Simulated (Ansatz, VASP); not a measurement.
**One calculation of Zn, two programs**

```xyz
2
Lattice="0.0000 2.9655 2.9655 2.9655 0.0000 2.9655 2.9655 2.9655 0.0000" Properties=species:S:1:pos:R:3 pbc="T T T"
Zn    0.7414    0.7414    0.7414
Zn    5.1896    5.1896    5.1896
```

Alike in both runs: task single point; functional revPBE; k mesh 10 × 10 × 10; occupations fermi-dirac, width 0.1 eV; no spin polarisation.

```csv
,VASP,Ansatz
version,VASP 6.6.1,Ansatz 0.2.0
potentials or method,"VASP PAW PBE potentials, release 64 (Zn), cutoff 520 eV","plane waves (420 eV) with PAW, scalar-relativistic"
valence electrons in the cell,24,24
```

```tsv
	VASP	Ansatz	Ansatz less VASP
pressure (GPa)	0.1	0.0	-0.09
```

VASP's potentials were made for PBE, not for revPBE.
